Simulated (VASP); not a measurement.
Write the native input for VASP 6.6.1 that does the following.

* Task: single point
* Functional: r2SCAN
* Potentials or basis: VASP PAW PBE potentials, release 64 (P, Lu, As_d)
* Cutoff: 560 eV
* k mesh: 6 × 6 × 6
* Occupations: fermi-dirac, width 0.02 eV
* Spin: no spin polarisation
* Dipole correction: no
* Further INCAR settings: ALGO = Normal; EDIFF = 1e-06; NBANDS = 43

Crystal: Lu2AsP.

```xyz
4
Lattice="3.9608 0.0000 0.0000 0.0000 3.9608 0.0000 0.0000 0.0000 5.5975" Properties=species:S:1:pos:R:3 pbc="T T T"
P     0.0000    0.0000    0.0000
Lu    0.0000    0.0000    2.7987
Lu    1.9804    1.9804    0.0000
As    1.9804    1.9804    2.7987
```

One way to write it, as run:

POSCAR

```
Lu2AsP
1.0
    3.9607540783      0.0000000000      0.0000000000
    0.0000000000      3.9607540783      0.0000000000
    0.0000000000      0.0000000000      5.5974543405
P Lu As
1 2 1
Direct
    0.0000000000      0.0000000000      0.0000000000
    0.0000000000      0.0000000000      0.5000000000
    0.5000000000      0.5000000000      0.0000000000
    0.5000000000      0.5000000000      0.5000000000
```

INCAR.step1

```
PREC     = Accurate       # precision mode
ENCUT    = 560            # plane-wave cutoff, eV
ISMEAR   = -1             # smearing method
SIGMA    = 0.02           # smearing width, eV
LREAL    = False          # projectors in reciprocal space
LASPH    = True           # aspherical terms in the spheres
NELM     = 120            # most SCF steps
NBANDS   = 43             # bands
GGA      = PE             # functional
ALGO     = Normal         # electronic algorithm
EDIFF    = 1E-5           # SCF threshold, eV
LWAVE    = True           # write WAVECAR
LCHARG   = False          # write CHGCAR
GGA_COMPAT= False
```

INCAR.step2

```
PREC     = Accurate       # precision mode
ENCUT    = 560            # plane-wave cutoff, eV
EDIFF    = 1E-6           # SCF threshold, eV
ISMEAR   = -1             # smearing method
SIGMA    = 0.02           # smearing width, eV
LREAL    = False          # projectors in reciprocal space
LASPH    = True           # aspherical terms in the spheres
NELM     = 120            # most SCF steps
ALGO     = Normal         # electronic algorithm
ISIF     = 2              # what is computed and relaxed
LWAVE    = False          # write WAVECAR
LCHARG   = True           # write CHGCAR
METAGGA  = R2SCAN         # meta-GGA
LMIXTAU  = True         
LELF     = True           # ELF
LVHAR    = True         
NBANDS   = 43             # bands
ISTART   = 1            
GGA_COMPAT= False
```

KPOINTS

```
regular mesh
0
Gamma
  6 6 6
```

Potentials or basis: VASP PAW PBE potentials, release 64 (P, Lu, As_d).

Launch:

```bash
$ cat potpaw_PBE.64/P/POTCAR potpaw_PBE.64/Lu/POTCAR potpaw_PBE.64/As_d/POTCAR > POTCAR
$ cp INCAR.step1 INCAR
$ mpirun -np 1 vasp_std > vasp.out
$ cp INCAR.step2 INCAR
$ mpirun -np 1 vasp_std > vasp.out
```

It gave:

```yaml
Pressure: 0.4 GPa
Band_gap_on_the_k_mesh: zero (bands 35 and 36 overlap by 0.83 eV)
```

Caveat: the PAW data sets were made with another functional, which shifts forces and pressure a little; spin-orbit coupling is left out, which moves the levels of the heavy elements.

Run time: 6.2 min on 1 thread of Intel(R) Xeon(R) Platinum 8375C CPU @ 2.90GHz (Ice Lake), with other jobs on the host, peak memory 0.34 GiB.
